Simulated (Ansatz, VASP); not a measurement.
## MgO: VASP beside Ansatz

```
CELL_PARAMETERS angstrom
0.00000 2.12679 2.12679
2.12679 0.00000 2.12679
2.12679 2.12679 0.00000
ATOMIC_POSITIONS crystal
Mg 0.00000 0.00000 0.00000
O 0.50000 0.50000 0.50000
```

Alike in both runs: functional PBE; k mesh 10 × 10 × 10; occupations gaussian, width 0.02 eV; no spin polarisation.

Ansatz relaxed the structure, and its values are those at the end. VASP's run is a single point on that final structure, the one shown.

|  | VASP | Ansatz |
| --- | --- | --- |
| version | VASP 6.6.1 | Ansatz 0.2.0 |
| potentials or method | VASP PAW PBE potentials, release 64 (Mg, O), cutoff 520 eV | scalar-relativistic, plane waves, PAW |
| valence electrons in the cell | 8 | 16 |

|  | VASP | Ansatz | Ansatz less VASP |
| --- | --- | --- | --- |
| gap on the k mesh at the Fermi level (eV) | 4.45 | 4.46 | +0.017 |
| least direct gap on the mesh (eV) | 4.45 | 4.46 | +0.017 |
| pressure (GPa) | -0.7 | 0.0 | +0.74 |

VASP's potentials hold 8 valence electrons a cell and Ansatz's 16, so a difference there can come from the potentials and not from the codes.
